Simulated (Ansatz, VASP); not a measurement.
## MgO: VASP beside Ansatz

INCAR

```
PREC = Accurate
ENCUT = 600
EDIFF = 1E-6
ISMEAR = 0
SIGMA = 0.01
LREAL = False
LASPH = True
NELM = 120
ALGO = Normal
ISIF = 2
LWAVE = False
LCHARG = False
NBANDS = 11
GGA_COMPAT = False
```

The input KPOINTS:

```
Automatic mesh
0
Gamma
  10 10 10
```

File POSCAR:

```
MgO
1.0
    0.0000000000      1.7350611112      1.7350611112
    1.7350611112      0.0000000000      1.7350611112
    1.7350611112      1.7350611112      0.0000000000
Mg O
1 1
Direct
    0.0000000000      0.0000000000      0.0000000000
    0.5000000000      0.5000000000      0.5000000000
```

Input for Ansatz:

```yaml
crystal:
  lattice:
    - [0.0, 1.7350611112, 1.7350611112]
    - [1.7350611112, 0.0, 1.7350611112]
    - [1.7350611112, 1.7350611112, 0.0]
  atoms:
    - { symbol: Mg, position: [0.0, 0.0, 0.0] }
    - { symbol: O, position: [0.5, 0.5, 0.5] }
scf:
  occupations: { method: fixed }
output:
  forces: true
  stress: true
  eigenvalues: true
hamiltonian:
  xc: lda
basis:
  ecutwfc: 700
kpoints:
  mp_grid: { grid: [10, 10, 10] }
```

Alike in both runs: task single point; functional LDA; k mesh 10 × 10 × 10; no spin polarisation.

```csv
,VASP,Ansatz
version,VASP 6.6.1,Ansatz 0.2.0
potentials or method,"VASP PAW LDA potentials, release 64 (Mg, O), cutoff 600 eV","scalar-relativistic, plane waves, PAW"
occupations,"gaussian, width 0.01 eV",fixed
valence electrons in the cell,8,16
```

```csv
,VASP,Ansatz,Ansatz less VASP
gap on the k mesh at the Fermi level (eV),8.58,8.68,+0.099
least direct gap on the mesh (eV),10.91,10.98,+0.068
```

LDA's correlation is that of Perdew and Zunger in VASP and of Perdew and Wang (1992) in Ansatz. VASP's potentials hold 8 valence electrons a cell and Ansatz's 16, so a difference there can come from the potentials and not from the codes.
